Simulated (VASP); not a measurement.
Here is a VASP 6.6.1 calculation.

File INCAR:

```
PREC = Accurate ; ENCUT = 520
EDIFF = 1E-7 ; ISMEAR = -1
SIGMA = 0.05 ; LREAL = False
LASPH = True ; NELM = 150
ALGO = Normal ; ISIF = 2
LWAVE = False ; LCHARG = False
ISPIN = 2 ; MAGMOM = 8.8
LORBIT = 11 ; NUPDOWN = 8.8
LMAXMIX = 6 ; GGA = PS
NBANDS = 18
```

The input KPOINTS:

```
Automatic mesh
0
Gamma
  7 7 7
```

File POSCAR:

```
Eu
1.0
   -2.3030000000      2.3030000000      2.3030000000
    2.3030000000     -2.3030000000      2.3030000000
    2.3030000000      2.3030000000     -2.3030000000
Eu
1
Direct
    0.0000000000      0.0000000000      0.0000000000
```

Potentials or basis: VASP PAW PBE potentials, release 64 (Eu).

Run with:

```console
$ cat potpaw_PBE.64/Eu/POTCAR > POTCAR
$ mpirun -np 1 vasp_std > vasp.out
```

Problem. Predict the pressure.

Solution. -3.1 GPa.

Caveat: the cell stands under tension; the PAW data sets were made with another functional, which shifts forces and pressure a little; the total moment is fixed, so each spin has its own Fermi level. The state reached can hang on the start; a lower one may exist.
